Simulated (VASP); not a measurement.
# Rb (C2/c) in VASP: single point with PBE

Aim: the single point of Rb with PBE.

All numbers are computed with VASP 6.6.1; they aren't measurements. Logs are shortened: lines on timing, memory, paths and dates and some standing lists are left out, and cuts for length are marked.

### 1 The cell of the first run

Symmetry: C2/c, No. 15, monoclinic system. Conventional cell: a = 4.731 Å, b = 13.775 Å, c = 5.700 Å, α = 90.00°, β = 92.02°, γ = 90.00°.

### 2 Single point, PBE

Contents of INCAR:

```
SYSTEM = Rb
  PREC = Accurate
  ENCUT = 520
  EDIFF = 1E-7
  ISMEAR = 0
  SIGMA = 0.1
  LREAL = .FALSE.
  LASPH = .TRUE.
  NELM = 60
  ALGO = Normal
  ISIF = 2
  LWAVE = .FALSE.
  LCHARG = .FALSE.
  GGA = PE
  NBANDS = 16
```

Contents of KPOINTS:

```
Automatic mesh
0
G
  4 4 4
  0 0 0
```

Contents of POSCAR:

```
Rb
1.0
    2.3657086052     -6.8875818502      0.0000000000
    2.3657086052      6.8875818502      0.0000000000
   -0.2009056223      0.0000000000      5.6960549933
Rb
2
Direct
    0.8690000000      0.1310000000      0.2500000000
    0.1310000000      0.8690000000      0.7500000000
```

Potentials or basis: VASP PAW PBE potentials, release 64 (Rb_sv).

On the command line:

```sh
$ cat potpaw_PBE.64/Rb_sv/POTCAR > POTCAR
$ mpirun -np 1 vasp_std > vasp.out
```

OUTCAR:

```text
SYSTEM = Rb
   PREC = Accurate
   ENCUT = 520
   EDIFF = 1E-7
   ISMEAR = 0
   LREAL = .FALSE.
   LASPH = .TRUE.
   NELM = 60
   ISIF = 2
   GGA = PE

 ion  position               nearest neighbor table
   1  0.869  0.131  0.250-   2 4.60   2 4.60   2 4.90   2 4.90   2 4.99   2 4.99
   2  0.131  0.869  0.750-   1 4.60   1 4.60   1 4.90   1 4.90   1 4.99   1 4.99

  LATTYP: Found a base centered monoclinic cell.
 ALAT       =     4.7314172104
 B/A-ratio  =     2.9114244396
 C/A-ratio  =     1.2046278548
 COS(beta)  =    -0.0352490928

  Lattice vectors:

 A1 = (   2.3657086052,  -6.8875818502,   0.0000000000)
 A2 = (   2.3657086052,   6.8875818502,   0.0000000000)
 A3 = (  -0.2009056223,   0.0000000000,   5.6960549933)

Analysis of symmetry for initial positions (statically):
=====================================================================
 Subroutine PRICEL returns:
 Original cell was already a primitive cell.

 Routine SETGRP: Setting up the symmetry group for a
 base centered monoclinic supercell.

 Subroutine GETGRP returns: Found  4 space group operations
 (whereof  2 operations were pure point group operations)
 out of a pool of  4 trial point group operations.

The static configuration has the point symmetry S_2 .
 The point group associated with its full space group is C_2h.

Analysis of symmetry for dynamics (positions and initial velocities):
=====================================================================
 Subroutine PRICEL returns:
 Original cell was already a primitive cell.

 Routine SETGRP: Setting up the symmetry group for a
 base centered monoclinic supercell.

 Subroutine GETGRP returns: Found  4 space group operations
 (whereof  2 operations were pure point group operations)
 out of a pool of  4 trial point group operations.

The dynamic configuration has the point symmetry S_2 .
 The point group associated with its full space group is C_2h.

 Subroutine INISYM returns: Found  4 space group operations
 (whereof  2 operations are pure point group operations),
 and found     1 'primitive' translations

----------------------------------------------------------------------------------------

                                     Primitive cell

  volume of cell :     185.6232

  direct lattice vectors                    reciprocal lattice vectors
     2.365708605 -6.887581850  0.000000000     0.211353165 -0.072594419  0.007454640
     2.365708605  6.887581850  0.000000000     0.211353165  0.072594419  0.007454640
    -0.200905622  0.000000000  5.696054993     0.000000000  0.000000000  0.175560103

  length of vectors
     7.282538084  7.282538084  5.699596964     0.223597141  0.223597141  0.175560103

  position of ions in fractional coordinates (direct lattice)
     0.869000000  0.131000000  0.250000000
     0.131000000  0.869000000  0.750000000

  ion indices of the primitive-cell ions
   primitive index   ion index
                 1           1
                 2           2

----------------------------------------------------------------------------------------

 KPOINTS: Automatic mesh

Automatic generation of k-mesh.
 Grid dimensions read from file:
 generate k-points for:    4    4    4

 Generating k-lattice:

  Cartesian coordinates                     Fractional coordinates (reciprocal lattice)
     0.052838291 -0.018148605  0.001863660     0.250000000  0.000000000  0.000000000
     0.052838291  0.018148605  0.001863660     0.000000000  0.250000000  0.000000000
     0.000000000  0.000000000  0.043890026     0.000000000  0.000000000  0.250000000

  Length of vectors
     0.055899285  0.055899285  0.043890026

  Shift w.r.t. Gamma in fractional coordinates (k-lattice)
     0.000000000  0.000000000  0.000000000

 Subroutine IBZKPT returns following result:
 ===========================================

 Found     24 irreducible k-points:

 Following reciprocal coordinates:
            Coordinates               Weight
  0.000000  0.000000  0.000000      1.000000
  0.250000  0.000000  0.000000      4.000000
  0.500000  0.000000  0.000000      2.000000
  0.250000  0.250000  0.000000      2.000000
  0.500000  0.250000  0.000000      4.000000
 -0.250000  0.250000  0.000000      2.000000
[... 16 lines left out ...]
 -0.250000  0.250000  0.500000      2.000000
  0.500000  0.500000  0.500000      1.000000
   k-points           NKPTS =     24   k-points in BZ     NKDIM =     24   number of bands    NBANDS=     16
   number of dos      NEDOS =    301   number of ions     NIONS =      2
   total plane-waves  NPLWV = 122472
   dimension x,y,z NGX =    54 NGY =   54 NGZ =   42
   dimension x,y,z NGXF=   108 NGYF=  108 NGZF=   84
   ions per type =               2
   NGX,Y,Z   is equivalent  to a cutoff of  12.33, 12.33, 12.25 a.u.
   NGXF,Y,Z  is equivalent  to a cutoff of  24.65, 24.65, 24.50 a.u.
 SYSTEM =  Rb
   PREC   = accura    normal or accurate (medium, high low for compatibility)
   ISTART =      0    job   : 0-new  1-cont  2-samecut
   ICHARG =      2    charge: 1-file 2-atom 10-const
   ISPIN  =      1    spin polarized calculation?
   LNONCOLLINEAR =      F non collinear calculations
   LSORBIT =      F    spin-orbit coupling
   LASPH  =      T    aspherical Exc in radial PAW
   ENCUT  =  520.0 eV  38.22 Ry    6.18 a.u.  13.54 13.54 10.60*2*pi/ulx,y,z
   NELM   =     60;   NELMIN=  2; NELMDL= -5     # of ELM steps
   EDIFF  = 0.1E-06   stopping-criterion for ELM
   LREAL  =      F    real-space projection
   EDIFFG = 0.1E-05   stopping-criterion for IOM
   NSW    =      0    number of steps for IOM
   IBRION =     -1    ionic relax: 0-MD 1-quasi-New 2-CG
   NFREE  =      0    steps in history (QN), initial steepest desc. (CG)
   ISIF   =      2    stress and relaxation
   ISYM   =      2    0-nonsym 1-usesym 2-fastsym
   POTIM  = 0.5000    time-step for ionic-motion
   TEBEG  =    0.0;   TEEND  =   0.0 temperature during run
   PSTRESS=    0.0 pullay stress
   NELECT =      18.0000    total number of electrons
   NUPDOWN=      -1.0000    fix difference up-down
   EMIN   =  10.00;   EMAX   =-10.00  energy-range for DOS
   EFERMI =   0.00;   METHOD = LEGACY
   ISMEAR =     0;   SIGMA  =   0.10  broadening in eV -4-tet -1-fermi 0-gaus
   EFERMI_NEDOS =   21; number of points for ismear=-14 and -15
   IALGO  =     38    algorithm
   IMIX   =      4    mixing-type and parameters
     AMIX     =   0.40;   BMIX     =  1.00
     AMIX_MAG =   1.60;   BMIX_MAG =  1.00
  volume/ion in A,a.u.               =      92.81       626.32
  Fermi-wavevector in a.u.,A,eV,Ry     =   0.752122  1.421304  7.696645  0.565687
  Thomas-Fermi vector in A             =   1.849260
   LORBIT       =      0    0 simple, 1 ext, 2 COOP (PROOUT), +10 PAW based schemes
   GGA     = PE    functional components
   LHFCALC =     F    Hartree Fock is set to
   AEXX    =    0.0000 exact exchange contribution
   IVDW    =     0    specifies the selected vdW correction
   LEPSILON=     F    determine dielectric tensor
   LRPA    =     F    only Hartree local field effects (RPA)
 non-spin polarized calculation
 Gauss-broadening in eV      SIGMA  =   0.10
  energy-cutoff  :      520.00
  volume of cell :      185.62
 maximum number of plane-waves:      5023
   NGX = 27   NGY = 27   NGZ = 21

 number of electron      18.0000000 magnetization

 Free energy of the ion-electron system (eV)
  ---------------------------------------------------
  ext. energy  EPLUGINS =         0.00000000
  ---------------------------------------------------
  free energy    TOTEN  =        -1.75679776 eV

  energy without entropy =       -1.75048603  energy(sigma->0) =       -1.75364190

 E-fermi :   0.0254     XC(G=0):  -5.4095

 val. band max:       -0.0072205346   @ k =  -0.2500   0.2500   0.0000
 cond. band min:       0.1394206123   @ k =  -0.2500  -0.2500   0.2500
 fundamental gap:      0.1466411469
 Fermi energy:         0.0253638879

 k-point     1 :       0.0000    0.0000    0.0000
  band No.  band energies     occupation
      1     -28.9981      2.00000
      2     -28.9901      2.00000
      3     -13.1480      2.00000
      4     -13.1051      2.00000
      5     -13.0408      2.00000
      6     -13.0347      2.00000
[... 8 lines left out ...]
     15       3.2024      0.00000
     16       4.3371      0.00000

 k-point     2 :       0.2500    0.0000    0.0000
  band No.  band energies     occupation
      1     -28.9958      2.00000
      2     -28.9893      2.00000
      3     -13.1365      2.00000
      4     -13.0943      2.00000
      5     -13.0912      2.00000
      6     -13.0758      2.00000
[... 8 lines left out ...]
     15       3.0704      0.00000
     16       3.4613      0.00000

 k-point     3 :       0.5000    0.0000    0.0000
  band No.  band energies     occupation
      1     -28.9932      2.00000
      2     -28.9887      2.00000
      3     -13.1421      2.00000
      4     -13.1395      2.00000
      5     -13.0978      2.00000
      6     -13.0791      2.00000
[... 8 lines left out ...]
     15       3.0226      0.00000
     16       3.5786      0.00000

 k-point     4 :       0.2500    0.2500    0.0000
  band No.  band energies     occupation
      1     -28.9932      2.00000
      2     -28.9887      2.00000
      3     -13.1498      2.00000
      4     -13.1278      2.00000
      5     -13.1023      2.00000
      6     -13.0797      2.00000
[... 8 lines left out ...]
     15       3.1973      0.00000
     16       3.7464      0.00000
[... 324 lines left out ...]
 k-point    22 :       0.5000    0.2500    0.5000
  band No.  band energies     occupation
      1     -28.9925      2.00000
      2     -28.9922      2.00000
      3     -13.1309      2.00000
      4     -13.1297      2.00000
      5     -13.0832      2.00000
      6     -13.0823      2.00000
[... 8 lines left out ...]
     15       3.4028      0.00000
     16       3.5127      0.00000

 k-point    23 :      -0.2500    0.2500    0.5000
  band No.  band energies     occupation
      1     -28.9939      2.00000
      2     -28.9939      2.00000
      3     -13.1285      2.00000
      4     -13.1285      2.00000
      5     -13.0452      2.00000
      6     -13.0452      2.00000
[... 8 lines left out ...]
     15       3.9856      0.00000
     16       3.9856      0.00000

 k-point    24 :       0.5000    0.5000    0.5000
  band No.  band energies     occupation
      1     -28.9939      2.00000
      2     -28.9939      2.00000
      3     -13.1451      2.00000
      4     -13.1451      2.00000
      5     -13.0364      2.00000
      6     -13.0364      2.00000
[... 8 lines left out ...]
     15       4.2965      0.00000
     16       4.2965      0.00000

------------------------ aborting loop because EDIFF is reached ----------------------------------------

  FORCE on cell =-STRESS in cart. coord.  units (eV):
  Direction    XX          YY          ZZ          XY          YZ          ZX
  --------------------------------------------------------------------------------------
  -------------------------------------------------------------------------------------
  Total        0.0348371      0.1436819      0.0307049      0.0000000      0.0000000      0.0246005
  in kB        0.3006909      1.2401681      0.2650242      0.0000000      0.0000000      0.2123355
  external PRESSURE =       0.6019611 kB  Pullay stress =       0.0000000 kB

 VOLUME and BASIS-vectors are now :
 -----------------------------------------------------------------------------
  energy-cutoff  :      520.00
  volume of cell :      185.62
      direct lattice vectors                 reciprocal lattice vectors
     2.365708605 -6.887581850  0.000000000     0.211353165 -0.072594419  0.007454640
     2.365708605  6.887581850  0.000000000     0.211353165  0.072594419  0.007454640
    -0.200905622  0.000000000  5.696054993     0.000000000  0.000000000  0.175560103

 POSITION                                       TOTAL-FORCE (eV/Angst)
 -----------------------------------------------------------------------------------
      2.31548     -5.08304      1.42401        -0.000000      0.023686     -0.000000
      2.21503      5.08304      4.27204         0.000000     -0.023686      0.000000
 -----------------------------------------------------------------------------------
    total drift:                                0.000000      0.000000     -0.000000

  FREE ENERGIE OF THE ION-ELECTRON SYSTEM (eV)
  ---------------------------------------------------
  free  energy   TOTEN  =        -1.7567977580 eV

  energy  without entropy=       -1.7504860343  energy(sigma->0) =       -1.75364190
```

Run time: 72 s. Hardware: 1 thread of Intel Xeon Platinum 8488C (Sapphire Rapids), shared host; peak memory 0.33 GiB.

What came out:

- Free energy: -1.7568 eV
- Pressure: 0.1 GPa
- Largest force: 0.024 eV/Å
- Band gap on the k mesh: zero (bands 9 and 10 overlap by 1.68 eV)

Forces in eV/Å, atoms in the order of the input:
```
Rb   0.000  0.024  0.000
Rb   0.000 -0.024  0.000
```

Levels at points of the mesh, in eV from the Fermi level:
| k point | band 7 | band 8 | band 9 | band 10 | band 11 | band 12 |
| --- | --- | --- | --- | --- | --- | --- |
| (0.00, 0.00, 0.00) | -13.06 | -13.06 | -1.99 | 0.72 | 1.61 | 1.72 |
| (0.50, 0.00, 0.00) | -13.07 | -13.06 | -0.09 | 0.26 | 0.99 | 1.80 |
| (0.50, 0.50, 0.00) | -13.08 | -13.05 | -1.10 | -0.98 | 1.93 | 2.47 |
| (0.00, 0.00, 0.50) | -13.06 | -13.06 | -0.65 | -0.65 | 1.77 | 1.77 |
| (0.50, 0.00, 0.50) | -13.07 | -13.07 | 0.70 | 0.80 | 1.25 | 1.43 |
| (0.50, 0.50, 0.50) | -13.05 | -13.05 | -0.11 | -0.11 | 0.39 | 0.39 |

The gap in the log of VASP goes by the Fermi energy; the results here count the filled bands.